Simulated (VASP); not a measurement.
# Rb2NaRhF6 (Fm-3m) in VASP: single point with LDA

Aim: the single point of Rb2NaRhF6 with LDA.

Program: VASP 6.6.1. These are calculated values, not measurements. Logs are shortened: lines on timing, memory, paths and dates and some standing lists are left out, and cuts for length are marked.

## Step 1: The cell of the first run

The structure is cubic, space group Fm-3m (No. 225). Conventional cell: a = 8.492 Å, b = 8.492 Å, c = 8.492 Å, α = 90.00°, β = 90.00°, γ = 90.00°. Rb (site symmetry -43m) has 12 F at 3.01 Å and 4 Na at 3.68 Å and 4 Rh at 3.68 Å within 4.0 Å. Within 3.0 Å of Na (site symmetry m-3m) lie 6 F at 2.26 Å. Within 2.6 Å of Rh (site symmetry m-3m) lie 6 F at 1.99 Å. F (site symmetry 4mm) has 1 Rh at 1.99 Å and 1 Na at 2.26 Å within 2.6 Å.

## Step 2: Single point, LDA

INCAR reads:

```
ALGO = Normal
EDIFF = 1E-6
ENCUT = 520
ISIF = 2
ISMEAR = 0
LASPH = T
LCHARG = F
LREAL = F
LWAVE = F
NBANDS = 52
NELM = 60
PREC = Accurate
SIGMA = 0.15
```

KPOINTS reads:

```
k-points
0
Gamma
  5 5 5
```

POSCAR reads:

```
Rb2NaRhF6
1.0
    0.0000000000      4.2460000000      4.2460000000
    4.2460000000      0.0000000000      4.2460000000
    4.2460000000      4.2460000000      0.0000000000
Rb Na Rh F
2 1 1 6
Direct
    0.2500000000      0.2500000000      0.2500000000
    0.7500000000      0.7500000000      0.7500000000
    0.5000000000      0.5000000000      0.5000000000
    0.0000000000      0.0000000000      0.0000000000
    0.7660000000      0.2340000000      0.2340000000
    0.2340000000      0.7660000000      0.2340000000
    0.2340000000      0.7660000000      0.7660000000
    0.7660000000      0.2340000000      0.7660000000
    0.2340000000      0.2340000000      0.7660000000
    0.7660000000      0.7660000000      0.2340000000
```

Potentials or basis: VASP PAW LDA potentials, release 64 (Rb_sv, Na_pv, Rh_pv, F).

The run is started by

```bash
> cat potpaw_LDA.64/Rb_sv/POTCAR potpaw_LDA.64/Na_pv/POTCAR potpaw_LDA.64/Rh_pv/POTCAR potpaw_LDA.64/F/POTCAR > POTCAR
> mpirun -np 1 vasp_std > vasp.out
```

OUTCAR:

```text
EDIFF = 1E-6
   ENCUT = 520
   ISIF = 2
   ISMEAR = 0
   LASPH = T
   LREAL = F
   NELM = 60
   PREC = Accurate

 ion  position               nearest neighbor table
   1  0.250  0.250  0.250-   5 3.01   8 3.01  10 3.01   6 3.01   7 3.01  10 3.01   7 3.01   8 3.01
                             9 3.01   5 3.01   6 3.01   9 3.01   3 3.68   4 3.68   4 3.68   4 3.68
   2  0.750  0.750  0.750-   7 3.01   8 3.01  10 3.01   5 3.01   6 3.01  10 3.01   5 3.01   8 3.01
                             9 3.01   6 3.01   7 3.01   9 3.01   4 3.68   3 3.68   3 3.68   4 3.68
   3  0.500  0.500  0.500-   5 2.26   6 2.26   7 2.26   8 2.26   9 2.26  10 2.26   1 3.68   1 3.68
                             1 3.68   2 3.68   1 3.68   2 3.68   2 3.68   2 3.68
   4  0.000  0.000  0.000-   5 1.99   6 1.99   7 1.99   8 1.99   9 1.99  10 1.99   2 3.68   2 3.68
                             1 3.68   2 3.68   2 3.68   1 3.68   1 3.68   1 3.68
   5  0.766  0.234  0.234-   4 1.99   3 2.26   1 3.01   2 3.01   2 3.01   1 3.01
   6  0.234  0.766  0.234-   4 1.99   3 2.26   1 3.01   2 3.01   2 3.01   1 3.01
   7  0.234  0.766  0.766-   4 1.99   3 2.26   2 3.01   2 3.01   1 3.01   1 3.01
   8  0.766  0.234  0.766-   4 1.99   3 2.26   2 3.01   2 3.01   1 3.01   1 3.01
   9  0.234  0.234  0.766-   4 1.99   3 2.26   1 3.01   2 3.01   2 3.01   1 3.01
  10  0.766  0.766  0.234-   4 1.99   3 2.26   2 3.01   2 3.01   1 3.01   1 3.01

  LATTYP: Found a face centered cubic cell.
 ALAT       =     8.4920000000

  Lattice vectors:

 A1 = (   0.0000000000,   4.2460000000,   4.2460000000)
 A2 = (   4.2460000000,   0.0000000000,   4.2460000000)
 A3 = (   4.2460000000,   4.2460000000,   0.0000000000)

Analysis of symmetry for initial positions (statically):
=====================================================================
 Subroutine PRICEL returns:
 Original cell was already a primitive cell.

 Routine SETGRP: Setting up the symmetry group for a
 face centered cubic supercell.

 Subroutine GETGRP returns: Found 48 space group operations
 (whereof 48 operations were pure point group operations)
 out of a pool of 48 trial point group operations.

The static configuration has the point symmetry O_h .

Analysis of symmetry for dynamics (positions and initial velocities):
=====================================================================
 Subroutine PRICEL returns:
 Original cell was already a primitive cell.

 Routine SETGRP: Setting up the symmetry group for a
 face centered cubic supercell.

 Subroutine GETGRP returns: Found 48 space group operations
 (whereof 48 operations were pure point group operations)
 out of a pool of 48 trial point group operations.

[... 113 lines left out ...]
   NUPDOWN=      -1.0000    fix difference up-down
   EMIN   =  10.00;   EMAX   =-10.00  energy-range for DOS
   EFERMI =   0.00;   METHOD = LEGACY
   ISMEAR =     0;   SIGMA  =   0.15  broadening in eV -4-tet -1-fermi 0-gaus
   EFERMI_NEDOS =   21; number of points for ismear=-14 and -15
   IALGO  =     38    algorithm
   IMIX   =      4    mixing-type and parameters
     AMIX     =   0.40;   BMIX     =  1.00
     AMIX_MAG =   1.60;   BMIX_MAG =  1.00
  volume/ion in A,a.u.               =      15.31       103.32
  Fermi-wavevector in a.u.,A,eV,Ry     =   1.329503  2.512397 24.049377  1.767579
  Thomas-Fermi vector in A             =   2.458661
   LORBIT       =      0    0 simple, 1 ext, 2 COOP (PROOUT), +10 PAW based schemes
   GGA     = CA    functional components
   LHFCALC =     F    Hartree Fock is set to
   AEXX    =    0.0000 exact exchange contribution
   IVDW    =     0    specifies the selected vdW correction
   LEPSILON=     F    determine dielectric tensor
   LRPA    =     F    only Hartree local field effects (RPA)
 non-spin polarized calculation
 Gauss-broadening in eV      SIGMA  =   0.15
  energy-cutoff  :      520.00
  volume of cell :      153.10
 maximum number of plane-waves:      4158
 NGX is ok and might be reduce to    48
   NGX = 23   NGY = 23   NGZ = 23

 number of electron      82.0000008 magnetization

 Free energy of the ion-electron system (eV)
  ---------------------------------------------------
  ext. energy  EPLUGINS =         0.00000000
  ---------------------------------------------------
  free energy    TOTEN  =       -50.44675574 eV

  energy without entropy =      -50.44675574  energy(sigma->0) =      -50.44675574

 E-fermi :   1.4286     XC(G=0): -10.0920

 val. band max:        0.6849408756   @ k =  -0.4000   0.4000   0.0000
 cond. band min:       2.5435121298   @ k =   0.4000   0.4000   0.0000
 fundamental gap:      1.8585712542
 Fermi energy:         1.4285745800

 k-point     1 :       0.0000    0.0000    0.0000
  band No.  band energies     occupation
      1     -45.4803      2.00000
      2     -45.4803      2.00000
      3     -45.4803      2.00000
      4     -24.1992      2.00000
      5     -24.0990      2.00000
      6     -21.6579      2.00000
[... 539 lines left out ...]
     51       9.9223      0.00000
     52      10.1908      0.00000

------------------------ aborting loop because EDIFF is reached ----------------------------------------

  FORCE on cell =-STRESS in cart. coord.  units (eV):
  Direction    XX          YY          ZZ          XY          YZ          ZX
  --------------------------------------------------------------------------------------
  -------------------------------------------------------------------------------------
  Total       -4.3869232     -4.3869232     -4.3869232     -0.0000000     -0.0000000      0.0000000
  in kB      -45.9092977    -45.9092977    -45.9092977     -0.0000000     -0.0000000      0.0000000
  external PRESSURE =     -45.9092977 kB  Pullay stress =       0.0000000 kB

 VOLUME and BASIS-vectors are now :
 -----------------------------------------------------------------------------
  energy-cutoff  :      520.00
  volume of cell :      153.10
      direct lattice vectors                 reciprocal lattice vectors
     0.000000000  4.246000000  4.246000000    -0.117757890  0.117757890  0.117757890
     4.246000000  0.000000000  4.246000000     0.117757890 -0.117757890  0.117757890
     4.246000000  4.246000000  0.000000000     0.117757890  0.117757890 -0.117757890

 POSITION                                       TOTAL-FORCE (eV/Angst)
 -----------------------------------------------------------------------------------
      2.12300      2.12300      2.12300         0.000000      0.000000      0.000000
      6.36900      6.36900      6.36900        -0.000000     -0.000000      0.000000
      4.24600      4.24600      4.24600         0.000000     -0.000000      0.000000
      0.00000      0.00000      0.00000         0.000000     -0.000000      0.000000
      1.98713      4.24600      4.24600        -0.233638     -0.000000      0.000000
      4.24600      1.98713      4.24600         0.000000     -0.233638      0.000000
      6.50487      4.24600      4.24600         0.233638     -0.000000      0.000000
      4.24600      6.50487      4.24600         0.000000      0.233638      0.000000
      4.24600      4.24600      1.98713         0.000000     -0.000000     -0.233638
      4.24600      4.24600      6.50487         0.000000     -0.000000      0.233638
 -----------------------------------------------------------------------------------
    total drift:                               -0.000000     -0.000000      0.000000

  FREE ENERGIE OF THE ION-ELECTRON SYSTEM (eV)
  ---------------------------------------------------
  free  energy   TOTEN  =       -50.4467557447 eV

  energy  without entropy=      -50.4467557447  energy(sigma->0) =      -50.44675574
```

OSZICAR:

```text
N       E                     dE             d eps       ncg     rms          rms(c)
DAV:   1     0.823229515121E+03    0.82323E+03   -0.45047E+04  1056   0.162E+03
DAV:   2     0.193391811467E+02   -0.80389E+03   -0.76135E+03  1144   0.433E+02
DAV:   3    -0.533021280929E+02   -0.72641E+02   -0.71896E+02  1184   0.139E+02
DAV:   4    -0.565129277410E+02   -0.32108E+01   -0.32001E+01  1452   0.241E+01
DAV:   5    -0.565810794488E+02   -0.68152E-01   -0.68115E-01  1440   0.333E+00    0.265E+01
DAV:   6    -0.509497035449E+02    0.56314E+01   -0.26475E+01  1196   0.323E+01    0.137E+01
DAV:   7    -0.505706259190E+02    0.37908E+00   -0.36079E+00  1124   0.132E+01    0.104E+01
DAV:   8    -0.504504731053E+02    0.12015E+00   -0.39831E-01  1368   0.436E+00    0.938E-01
DAV:   9    -0.504478769654E+02    0.25961E-02   -0.53914E-02  1528   0.133E+00    0.309E-01
DAV:  10    -0.504469514680E+02    0.92550E-03   -0.12318E-02  1368   0.674E-01    0.133E-01
DAV:  11    -0.504467397504E+02    0.21172E-03   -0.21990E-03  1240   0.313E-01    0.522E-02
DAV:  12    -0.504467563501E+02   -0.16600E-04   -0.11879E-04  1424   0.616E-02    0.123E-02
DAV:  13    -0.504467562252E+02    0.12495E-06   -0.15908E-05  1264   0.284E-02    0.130E-02
DAV:  14    -0.504467557447E+02    0.48053E-06   -0.28657E-06  1000   0.126E-02
   1 F= -.50446756E+02 E0= -.50446756E+02  d E =-.774790E-12
```

Wall time 2.3 min (1 thread of Intel Xeon Platinum 8488C (Sapphire Rapids), shared host); peak memory 0.29 GiB.

Results:

| Property | Result |
| --- | --- |
| Free energy | -50.4468 eV |
| Pressure | -4.6 GPa |
| Largest force | 0.234 eV/Å |
| Band gap on the k mesh | 1.86 eV, direct |

Forces on the atoms (eV/Å):
```
Rb   0.000  0.000  0.000
Rb   0.000  0.000  0.000
Na   0.000  0.000  0.000
Rh   0.000  0.000  0.000
F   -0.234  0.000  0.000
F    0.000 -0.234  0.000
F    0.234  0.000  0.000
F    0.000  0.234  0.000
F    0.000  0.000 -0.234
F    0.000  0.000  0.234
```
